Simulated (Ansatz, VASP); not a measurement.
Two plane-wave programs on Pb

Contents of INCAR:

```
ALGO = Fast
EDIFF = 1E-7
ENCUT = 520
GGA = CA
ISIF = 2
ISMEAR = 0
LASPH = T
LCHARG = F
LREAL = F
LWAVE = F
NBANDS = 13
NELM = 60
PREC = Accurate
SIGMA = 0.15
```

The input KPOINTS:

```
k-points
0
Gamma
  16 16 16
```

POSCAR

```
Pb
1.0
    0.0000000000      2.4698000000      2.4698000000
    2.5994645000      0.0000000000      2.4698000000
    2.5994645000      2.4698000000      0.0000000000
Pb
1
Direct
    0.0000000000      0.0000000000      0.0000000000
```

Input for Ansatz:

```yaml
crystal:
  lattice:
    - [0.0, 2.4698, 2.4698]
    - [2.5994645, 0.0, 2.4698]
    - [2.5994645, 2.4698, 0.0]
  atoms:
    - { symbol: Pb, position: [0.0, 0.0, 0.0] }
basis:
  ecutwfc: 420
kpoints:
  mp_grid: { grid: [16, 16, 16] }
hamiltonian:
  xc: lda
scf:
  occupations: { method: gaussian, width: 0.15 }
output:
  forces: true
  stress: true
  eigenvalues: true
```

Change from the starting cell: strain +0.0525 x Voigt [1, 0, 0, 0, 0, 0], atoms carried along.

Alike in both runs: task single point; functional LDA; k mesh 16 × 16 × 16; occupations gaussian, width 0.15 eV; no spin polarisation.

|  | VASP | Ansatz |
| --- | --- | --- |
| version | VASP 6.6.1 | Ansatz 0.2.0 |
| potentials or method | VASP PAW LDA potentials, release 64 (Pb_d), cutoff 520 eV | scalar-relativistic, plane waves, PAW |
| valence electrons in the cell | 14 | 14 |

VASP gave:

| Property | Result |
| --- | --- |
| gap on the k mesh at the Fermi level (eV) | none |
| pressure (GPa) | -3.7 |
| traceless stress, the component that is largest in VASP (GPa) | -0.40 |

Which values does Ansatz return?

gap on the k mesh at the Fermi level (eV): none; pressure (GPa): -3.7; traceless stress, the component that is largest in VASP (GPa): -0.39.

LDA's correlation is that of Perdew and Zunger in VASP and of Perdew and Wang (1992) in Ansatz. A gap of «none» marks a metal or a gap that the smearing closes.

Spin-orbit coupling is off throughout.
